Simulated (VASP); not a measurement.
# AlGa3Ru (P4mm) in VASP: notebook, part 2 of 2

VASP 6.6.1.

## Step 3: Single point, PBE

File INCAR:

```
SYSTEM = AlGa3Ru
PREC = Accurate ; ENCUT = 520
EDIFF = 1E-7 ; ISMEAR = 0
SIGMA = 0.1 ; LREAL = .FALSE.
LASPH = .TRUE. ; NELM = 60
ALGO = Fast ; ISIF = 2
LWAVE = .FALSE. ; LCHARG = .FALSE.
GGA = PE ; NBANDS = 36
```

File KPOINTS:

```
Automatic mesh
0
G
  8 8 8
  0 0 0
```

File POSCAR:

```
AlGa3Ru
1.0
    4.7975266077      0.0000000000      0.0000000000
    0.0000000000      4.7975266077      0.0000000000
    0.0000000000      0.0000000000      4.8360268532
Al Ga Ru
1 3 1
Direct
    0.0000000000      0.0000000000      0.0963139520
    0.5000000000      0.5000000000      0.9468585479
    0.0000000000      0.5000000000      0.4852284158
    0.5000000000      0.0000000000      0.4852284158
    0.5000000000      0.5000000000      0.4463706687
```

Potentials or basis: VASP PAW PBE potentials, release 64 (Al, Ga_d, Ru_pv).

On the command line:

```console
$ cat potpaw_PBE.64/Al/POTCAR potpaw_PBE.64/Ga_d/POTCAR potpaw_PBE.64/Ru_pv/POTCAR > POTCAR
$ mpirun -np 1 vasp_std > vasp.out
```

OUTCAR:

```text
SYSTEM = AlGa3Ru
   PREC = Accurate
   ENCUT = 520
   EDIFF = 1E-7
   ISMEAR = 0
   LREAL = .FALSE.
   LASPH = .TRUE.
   NELM = 60
   ISIF = 2
   GGA = PE

 ion  position               nearest neighbor table
   1  0.000  0.000  0.096-   3 3.05   4 3.05   3 3.05   4 3.05
   2  0.500  0.500  0.947-   5 2.42   5 2.42
   3  0.000  0.500  0.485-   5 2.41   5 2.41   1 3.05   1 3.05
   4  0.500  0.000  0.485-   5 2.41   5 2.41   1 3.05   1 3.05
   5  0.500  0.500  0.446-   3 2.41   4 2.41   4 2.41   3 2.41   2 2.42   2 2.42

  LATTYP: Found a simple tetragonal cell.
 ALAT       =     4.7975266077
 C/A-ratio  =     1.0080250197

  Lattice vectors:

 A1 = (   4.7975266077,   0.0000000000,   0.0000000000)
 A2 = (   0.0000000000,   4.7975266077,   0.0000000000)
 A3 = (   0.0000000000,   0.0000000000,   4.8360268532)

Analysis of symmetry for initial positions (statically):
=====================================================================
 Subroutine PRICEL returns:
 Original cell was already a primitive cell.

 Routine SETGRP: Setting up the symmetry group for a
 simple tetragonal supercell.

 Subroutine GETGRP returns: Found  8 space group operations
 (whereof  8 operations were pure point group operations)
 out of a pool of 16 trial point group operations.

The static configuration has the point symmetry C_4v.

Analysis of symmetry for dynamics (positions and initial velocities):
=====================================================================
 Subroutine PRICEL returns:
 Original cell was already a primitive cell.

 Routine SETGRP: Setting up the symmetry group for a
 simple tetragonal supercell.

 Subroutine GETGRP returns: Found  8 space group operations
 (whereof  8 operations were pure point group operations)
 out of a pool of 16 trial point group operations.

The dynamic configuration has the point symmetry C_4v.

 Subroutine INISYM returns: Found  8 space group operations
 (whereof  8 operations are pure point group operations),
 and found     1 'primitive' translations

----------------------------------------------------------------------------------------

                                     Primitive cell

  volume of cell :     111.3073

  direct lattice vectors                    reciprocal lattice vectors
     4.797526608  0.000000000  0.000000000     0.208440741  0.000000000  0.000000000
     0.000000000  4.797526608  0.000000000     0.000000000  0.208440741  0.000000000
     0.000000000  0.000000000  4.836026853     0.000000000  0.000000000  0.206781317

  length of vectors
     4.797526608  4.797526608  4.836026853     0.208440741  0.208440741  0.206781317

  position of ions in fractional coordinates (direct lattice)
     0.000000000  0.000000000  0.096313952
     0.500000000  0.500000000  0.946858548
     0.000000000  0.500000000  0.485228416
     0.500000000  0.000000000  0.485228416
     0.500000000  0.500000000  0.446370669

  ion indices of the primitive-cell ions
   primitive index   ion index
                 1           1
                 2           2
                 3           3
                 4           4
                 5           5

----------------------------------------------------------------------------------------

[... 28 lines left out ...]
  0.250000  0.000000  0.000000      4.000000
  0.375000  0.000000  0.000000      4.000000
  0.500000  0.000000  0.000000      2.000000
  0.125000  0.125000  0.000000      4.000000
[... 16 lines left out ...]
  0.375000  0.125000  0.125000     16.000000
  0.500000  0.125000  0.125000      8.000000
 [... further k-points ...]
   k-points           NKPTS =     75   k-points in BZ     NKDIM =     75   number of bands    NBANDS=     36
   number of dos      NEDOS =    301   number of ions     NIONS =      5
   total plane-waves  NPLWV =  46656
   dimension x,y,z NGX =    36 NGY =   36 NGZ =   36
   dimension x,y,z NGXF=    72 NGYF=   72 NGZF=   72
   ions per type =               1   3   1
   NGX,Y,Z   is equivalent  to a cutoff of  12.47, 12.47, 12.38 a.u.
   NGXF,Y,Z  is equivalent  to a cutoff of  24.95, 24.95, 24.75 a.u.
 SYSTEM =  AlGa3Ru
   PREC   = accura    normal or accurate (medium, high low for compatibility)
   ISTART =      0    job   : 0-new  1-cont  2-samecut
   ICHARG =      2    charge: 1-file 2-atom 10-const
   ISPIN  =      1    spin polarized calculation?
   LNONCOLLINEAR =      F non collinear calculations
   LSORBIT =      F    spin-orbit coupling
   LASPH  =      T    aspherical Exc in radial PAW
   ENCUT  =  520.0 eV  38.22 Ry    6.18 a.u.   8.92  8.92  8.99*2*pi/ulx,y,z
   NELM   =     60;   NELMIN=  2; NELMDL= -5     # of ELM steps
   EDIFF  = 0.1E-06   stopping-criterion for ELM
   LREAL  =      F    real-space projection
   EDIFFG = 0.1E-05   stopping-criterion for IOM
   NSW    =      0    number of steps for IOM
   IBRION =     -1    ionic relax: 0-MD 1-quasi-New 2-CG
   NFREE  =      0    steps in history (QN), initial steepest desc. (CG)
   ISIF   =      2    stress and relaxation
   ISYM   =      2    0-nonsym 1-usesym 2-fastsym
   POTIM  = 0.5000    time-step for ionic-motion
   TEBEG  =    0.0;   TEEND  =   0.0 temperature during run
   PSTRESS=    0.0 pullay stress
   NELECT =      56.0000    total number of electrons
   NUPDOWN=      -1.0000    fix difference up-down
   EMIN   =  10.00;   EMAX   =-10.00  energy-range for DOS
   EFERMI =   0.00;   METHOD = LEGACY
   ISMEAR =     0;   SIGMA  =   0.10  broadening in eV -4-tet -1-fermi 0-gaus
   EFERMI_NEDOS =   21; number of points for ismear=-14 and -15
   IALGO  =     68    algorithm
   IMIX   =      4    mixing-type and parameters
     AMIX     =   0.40;   BMIX     =  1.00
     AMIX_MAG =   1.60;   BMIX_MAG =  1.00
  volume/ion in A,a.u.               =      22.26       150.23
  Fermi-wavevector in a.u.,A,eV,Ry     =   1.302056  2.460529 23.066636  1.695350
  Thomas-Fermi vector in A             =   2.433149
   LORBIT       =      0    0 simple, 1 ext, 2 COOP (PROOUT), +10 PAW based schemes
   GGA     = PE    functional components
   LHFCALC =     F    Hartree Fock is set to
   AEXX    =    0.0000 exact exchange contribution
   IVDW    =     0    specifies the selected vdW correction
   LEPSILON=     F    determine dielectric tensor
   LRPA    =     F    only Hartree local field effects (RPA)
 non-spin polarized calculation
 RMM-DIIS sequential band-by-band and
 Gauss-broadening in eV      SIGMA  =   0.10
  energy-cutoff  :      520.00
  volume of cell :      111.31
 maximum number of plane-waves:      3028
 NGX is ok and might be reduce to    36
   NGX = 17   NGY = 17   NGZ = 17

 number of electron      56.0000000 magnetization

 Free energy of the ion-electron system (eV)
  ---------------------------------------------------
  ext. energy  EPLUGINS =         0.00000000
  ---------------------------------------------------
  free energy    TOTEN  =       -21.07177628 eV

  energy without entropy =      -21.06158685  energy(sigma->0) =      -21.06668156

 E-fermi :   4.8467     XC(G=0):  -9.9450

 val. band max:        4.8443671924   @ k =   0.5000   0.2500   0.5000
 cond. band min:       4.8626871046   @ k =   0.5000   0.2500   0.2500
 fundamental gap:      0.0183199121
 Fermi energy:         4.8466761765

 k-point     1 :       0.0000    0.0000    0.0000
  band No.  band energies     occupation
      1     -37.5882      2.00000
      2     -37.5804      2.00000
      3     -37.5804      2.00000
      4      -9.9961      2.00000
      5      -9.9848      2.00000
      6      -9.9848      2.00000
[... 925 lines left out ...]
     35       8.3132      0.00000
     36       9.9951      0.00000

 [... further k-points ...]

------------------------ aborting loop because EDIFF is reached ----------------------------------------

  FORCE on cell =-STRESS in cart. coord.  units (eV):
  Direction    XX          YY          ZZ          XY          YZ          ZX
  --------------------------------------------------------------------------------------
  -------------------------------------------------------------------------------------
  Total        0.1160865      0.1160865      0.1028390      0.0000000     -0.0000000      0.0000000
  in kB        1.6709705      1.6709705      1.4802831      0.0000000     -0.0000000      0.0000000
  external PRESSURE =       1.6074080 kB  Pullay stress =       0.0000000 kB

 VOLUME and BASIS-vectors are now :
 -----------------------------------------------------------------------------
  energy-cutoff  :      520.00
  volume of cell :      111.31
      direct lattice vectors                 reciprocal lattice vectors
     4.797526608  0.000000000  0.000000000     0.208440741  0.000000000  0.000000000
     0.000000000  4.797526608  0.000000000     0.000000000  0.208440741  0.000000000
     0.000000000  0.000000000  4.836026853     0.000000000  0.000000000  0.206781317

 POSITION                                       TOTAL-FORCE (eV/Angst)
 -----------------------------------------------------------------------------------
      0.00000      0.00000      0.46578         0.000000      0.000000      0.001689
      2.39876      2.39876      4.57903         0.000000      0.000000     -0.000543
      0.00000      2.39876      2.34658         0.000000      0.000000      0.003766
      2.39876      0.00000      2.34658         0.000000      0.000000      0.003766
      2.39876      2.39876      2.15866         0.000000     -0.000000     -0.008678
 -----------------------------------------------------------------------------------
    total drift:                                0.000000      0.000000      0.000119

  FREE ENERGIE OF THE ION-ELECTRON SYSTEM (eV)
  ---------------------------------------------------
  free  energy   TOTEN  =       -21.0717762797 eV

  energy  without entropy=      -21.0615868466  energy(sigma->0) =      -21.06668156
```

OSZICAR:

```text
N       E                     dE             d eps       ncg     rms          rms(c)
DAV:   1     0.537197189640E+03    0.53720E+03   -0.27659E+04  5592   0.242E+03
DAV:   2     0.388628581194E+02   -0.49833E+03   -0.48532E+03  5840   0.606E+02
DAV:   3    -0.198528363742E+02   -0.58716E+02   -0.57218E+02  6064   0.166E+02
[... 12 lines left out ...]
RMM:  16    -0.210717743550E+02   -0.77900E-06   -0.19201E-05  7617   0.189E-02    0.508E-03
RMM:  17    -0.210717758971E+02   -0.15420E-05   -0.13819E-05  6935   0.102E-02    0.116E-02
RMM:  18    -0.210717760544E+02   -0.15728E-06   -0.31900E-06  6438   0.700E-03    0.838E-03
RMM:  19    -0.210717762422E+02   -0.18788E-06   -0.27675E-06  6033   0.460E-03    0.734E-03
RMM:  20    -0.210717762797E+02   -0.37424E-07   -0.67102E-07  5574   0.350E-03
   1 F= -.21071776E+02 E0= -.21066682E+02  d E =-.101894E-01
```

stdout:

```text
POSCAR found type information on POSCAR AlGaRu
 POSCAR found :  3 types and       5 ions
 scaLAPACK will be used
 LDA part: xc-table for (Slater+PW92), standard interpolation
 POSCAR, INCAR and KPOINTS ok, starting setup
 FFT: planning ... GRIDC
 FFT: planning ... GRID_SOFT
 FFT: planning ... GRID
 WAVECAR not read
 entering main loop
```

Wall time 4.4 min (1 thread of AMD EPYC 9R14 (Zen 4), shared host); peak memory 0.36 GiB.

What came out:

| Item | Value |
| --- | --- |
| Free energy | -21.0718 eV |
| Pressure | 0.2 GPa |
| Largest force | 0.009 eV/Å |
| Band gap on the k mesh | zero (bands 28 and 29 overlap by 0.96 eV) |

Forces on the atoms (eV/Å):
```
Al   0.000  0.000  0.002
Ga   0.000  0.000 -0.001
Ga   0.000  0.000  0.004
Ga   0.000  0.000  0.004
Ru   0.000  0.000 -0.009
```
